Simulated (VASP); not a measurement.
A run of VASP 6.6.1 is set up as follows.

File INCAR:

```
SYSTEM = WS2
PREC = Accurate ; ENCUT = 520
EDIFF = 1E-6 ; ISMEAR = -1
SIGMA = 0.1 ; LREAL = .FALSE.
LASPH = .TRUE. ; NELM = 80
ALGO = Normal ; ISIF = 2
LWAVE = .FALSE. ; LCHARG = .TRUE.
GGA = PS ; LELF = .TRUE.
LVHAR = .TRUE. ; NBANDS = 35
```

Contents of KPOINTS:

```
Automatic mesh
0
G
  5 5 1
  0 0 0
```

POSCAR

```
WS2
1.0
    3.1832090000      0.0000000000      0.0000000000
   -1.5916045000      2.7567398596      0.0000000000
    0.0000000000      0.0000000000     23.6687630000
W S
2 4
Direct
    0.3333333333      0.6666666667      0.6373180000
    0.6666666667      0.3333333333      0.3626820000
    0.3333333333      0.6666666667      0.2968160000
    0.6666666667      0.3333333333      0.5714420000
    0.3333333333      0.6666666667      0.4285580000
    0.6666666667      0.3333333333      0.7031840000
```

Potentials or basis: VASP PAW PBE potentials, release 64 (W_sv, S).

Command:

```sh
$ cat potpaw_PBE.64/W_sv/POTCAR potpaw_PBE.64/S/POTCAR > POTCAR
$ mpirun -np 1 vasp_std > vasp.out
```

Task: Estimate the band gap on the k mesh.

Result: 1.66 eV, indirect (least direct gap 2.58 eV).

Task: Predict the largest force.

Result: 0.097 eV/Å.

Forces on the atoms (eV/Å):
```
W    0.000  0.000  0.008
W    0.000  0.000 -0.008
S    0.000  0.000  0.097
S    0.000  0.000  0.070
S    0.000  0.000 -0.070
S    0.000  0.000 -0.097
```

Caveat: the k points lie up to 0.46 Å⁻¹ apart; the PAW data sets were made with another functional, which shifts forces and pressure a little; spin-orbit coupling is left out, which moves the levels of the heavy elements.
